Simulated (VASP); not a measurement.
Crystal: Sc.

```
Sc
1.0
     3.30900    0.00000    0.00000
    -1.65450    2.86568    0.00000
     0.00000    0.00000    5.27330
Sc
2
Direct
  0.33333 0.66667 0.25000
  0.66667 0.33333 0.75000
```

* Program: VASP 6.6.1
* Task: relaxation of cell and atoms
* Functional: PBEsol
* Potentials or basis: VASP PAW PBE potentials, release 64 (Sc_sv)
* Cutoff: 600 eV
* k mesh: 7 × 7 × 4
* Occupations: gaussian, width 0.1 eV
* Spin: no spin polarisation

At the start: pressure -3.0 GPa; volume 25.00 Å³/atom.

How do energy, volume and symmetry change on relaxing?

Over 5 steps the energy falls by 17.0 meV/atom and the volume is 23.62 Å³/atom (-5.5 %); space group P6_3/mmc (No. 194, to 0.1 Å) before and after.

The path:
| step | energy change (eV) | largest force (eV/Å) | pressure (GPa) | volume (Å³) |
| --- | --- | --- | --- | --- |
| 1 | 0.0000 | 0.0000 | -2.99 | 50.00 |
| 2 | -0.0320 | 0.0000 | 0.69 | 46.70 |
| 3 | -0.0326 | 0.0000 | 0.22 | 47.08 |
| 4 | -0.0339 | 0.0000 | 0.07 | 47.20 |
| 5 | -0.0340 | 0.0000 | 0.00 | 47.24 |

Final structure:
```
Sc
1.0
     3.27839    0.00000    0.00000
    -1.63920    2.83917    0.00000
     0.00000    0.00000    5.07573
Sc
2
Direct
  0.33333 0.66667 0.25000
  0.66667 0.33333 0.75000
```

Caveat: the PAW data sets were made with another functional, which shifts forces and pressure a little.
